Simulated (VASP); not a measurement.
A run of VASP 6.6.1:

INCAR

```
ALGO = Normal ; EDIFF = 1E-6
ENCUT = 520 ; GGA = PE
ISIF = 2 ; ISMEAR = -1
LASPH = T ; LCHARG = F
LREAL = F ; LWAVE = F
NBANDS = 12 ; NELM = 100
PREC = Accurate ; SIGMA = 0.02
```

The input KPOINTS:

```
k-points
0
Gamma
  10 10 10
```

The input POSCAR:

```
LiF
1.0
    0.0000000000      2.0547178897      2.0547178897
    2.0547178897      0.0000000000      2.0547178897
    2.0547178897      2.0547178897      0.0000000000
Li F
1 1
Direct
    0.0000000000      0.0000000000      0.0000000000
    0.5000000000      0.5000000000      0.5000000000
```

Potentials or basis: VASP PAW PBE potentials, release 64 (Li_sv, F).

Run with:

```sh
$ cat potpaw_PBE.64/Li_sv/POTCAR potpaw_PBE.64/F/POTCAR > POTCAR
$ mpirun -np 1 vasp_std > vasp.out
```

Hardware: 1 thread of AMD EPYC 7571 (shared host).

Task: How long does it take, and how much memory?

Result: Wall time 21 s on 1 thread of AMD EPYC 7571 (shared host), peak memory 0.1 GiB. Counts: scf iterations 12, k points 47.
